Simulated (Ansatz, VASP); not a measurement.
MgO: VASP beside Ansatz

The input INCAR:

```
PREC     = Accurate       # precision mode
ENCUT    = 600            # plane-wave cutoff, eV
EDIFF    = 1E-6           # SCF threshold, eV
ISMEAR   = 0              # smearing method
SIGMA    = 0.05           # smearing width, eV
LREAL    = F              # projectors in reciprocal space
LASPH    = T              # aspherical terms in the spheres
NELM     = 120            # most SCF steps
ALGO     = Normal         # electronic algorithm
ISIF     = 2              # what is computed and relaxed
LWAVE    = F              # write WAVECAR
LCHARG   = F              # write CHGCAR
GGA      = PE             # functional
NBANDS   = 11             # bands
GGA_COMPAT= F
```

The input KPOINTS:

```
regular mesh
0
Gamma
  10 10 10
```

POSCAR

```
MgO
1.0
    0.0000000000      2.1272186771      2.1272186771
    2.1272186771      0.0000000000      2.1272186771
    2.1272186771      2.1272186771      0.0000000000
Mg O
1 1
Direct
    0.0133061842      0.0133061842     -0.0133061842
    0.4797858112      0.4797858112      0.5202141888
```

Input for Ansatz:

```yaml
crystal:
  lattice:
    - [0.0, 2.1272186771, 2.1272186771]
    - [2.1272186771, 0.0, 2.1272186771]
    - [2.1272186771, 2.1272186771, 0.0]
  atoms:
    - { symbol: Mg, position: [0.0133061842, 0.0133061842, -0.0133061842] }
    - { symbol: O, position: [0.4797858112, 0.4797858112, 0.5202141888] }
basis:
  ecutwfc: 520.0
kpoints:
  mp_grid: { grid: [10, 10, 10] }
hamiltonian:
  xc: pbe
  pseudopotentials: { kind: paw, azcp: { folder: soft_1 } }
scf:
  occupations: { method: gaussian, width: 0.05 }
output:
  forces: true
  stress: true
  eigenvalues: true
```

Change from the starting cell: mode 6 frozen in at -0.086 Å, equal normal strain along x, y and z +0.0000.

Alike in both runs: task single point; functional PBE; k mesh 10 × 10 × 10; occupations gaussian, width 0.05 eV; no spin polarisation.

|  | VASP | Ansatz |
| --- | --- | --- |
| version | VASP 6.6.1 | Ansatz 0.2.0 |
| potentials or method | VASP PAW PBE potentials, release 64 (Mg, O), cutoff 600 eV | scalar-relativistic, plane waves, PAW |
| valence electrons in the cell | 8 | 16 |

|  | VASP | Ansatz | Ansatz less VASP |
| --- | --- | --- | --- |
| gap on the k mesh at the Fermi level (eV) | 4.44 | 4.46 | +0.019 |
| least direct gap on the mesh (eV) | 4.44 | 4.46 | +0.019 |
| pressure (GPa) | 0.8 | 1.8 | +1.04 |
| traceless stress, the component that is largest in VASP (GPa) | 4.47 | 4.40 | -0.063 |
| rms of the force components (eV/Å) | 0.454 | 0.449 | -0.0053 |

Atom by atom the forces differ by 0.005 eV/Å (rms over components). The functional is the same, so the differences come from potentials, cutoffs and numerics. VASP's potentials hold 8 valence electrons a cell and Ansatz's 16, so a difference there can come from the potentials and not from the codes.
